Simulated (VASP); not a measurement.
AlN:

```
CELL_PARAMETERS angstrom
0.00000 2.18399 2.18399
2.18399 0.00000 2.18399
2.18399 2.18399 0.00000
ATOMIC_POSITIONS crystal
Al 0.00000 0.00000 0.00000
N 0.25000 0.25000 0.25000
```

Base run:

| Quantity | Value |
| --- | --- |
| Program | VASP 6.6.1 |
| Functional | BHLYP |
| Potentials or basis | VASP PAW PBE potentials, release 64 (Al, N) |
| Cutoff | 520 eV |
| k mesh | 6 × 6 × 6 |
| Occupations | fermi-dirac, width 0.05 eV |
| Spin | no spin polarisation |

Its results: band gap on the k mesh 7.77 eV (least direct gap 8.79 eV); pressure -2.4 GPa.

The run is repeated on the same cell with these changes: k mesh from 6 × 6 × 6 to 5 × 5 × 5. What comes out?

Band gap on the k mesh 8.43 eV (least direct gap 8.83 eV); pressure -2.5 GPa.

Caveats: some runs use coarse meshes; the PAW data sets were made with another functional, which shifts forces and pressure a little; an odd mesh through Γ misses points on the zone boundary, where band edges can lie (at least some runs).
